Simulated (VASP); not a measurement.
Write the native input for VASP 6.6.1 that does the following.

| Property | Result |
| --- | --- |
| Task | single point |
| Functional | PBEsol |
| Potentials or basis | VASP PAW PBE potentials, release 64 (C) |
| Cutoff | 520 eV |
| k mesh | 10 × 10 × 10 |
| Occupations | gaussian, width 0.01 eV |
| Spin | no spin polarisation |
| Dipole correction | no |
| Further INCAR settings | ALGO = Normal; EDIFF = 1e-07; NBANDS = 11 |

The structure of C lies in POSCAR:

```
C
1.0
    0.0000000000      1.7344857350      1.7344857350
    1.7344857350      0.0000000000      1.7344857350
    1.7344857350      1.7344857350      0.0000000000
C
2
Direct
    0.0000000000      0.0000000000      0.0000000000
    0.2500000000      0.2500000000      0.2500000000
```

One way to write it, as run:

INCAR

```
ALGO = Normal ; EDIFF = 1E-7
ENCUT = 520 ; GGA = PS
ISIF = 2 ; ISMEAR = 0
LASPH = True ; LCHARG = False
LREAL = False ; LWAVE = False
NBANDS = 11 ; NELM = 60
PREC = Accurate ; SIGMA = 0.01
```

KPOINTS

```
k-points
0
Gamma
  10 10 10
```

Potentials or basis: VASP PAW PBE potentials, release 64 (C).

Launch:

```bash
$ cat potpaw_PBE.64/C/POTCAR > POTCAR
$ mpirun -np 1 vasp_std > vasp.out
```

Results of the run:

```yaml
Pressure: 38.7 GPa
Band_gap_on_the_k_mesh: 4.22 eV, indirect (least direct gap 5.77 eV)
```

Caveat: the PAW data sets were made with another functional, which shifts forces and pressure a little.

Wall time 4.7 s on 1 thread of AMD EPYC 7R13 Processor (Zen 3), with other jobs on the host, peak memory 0.08 GiB.
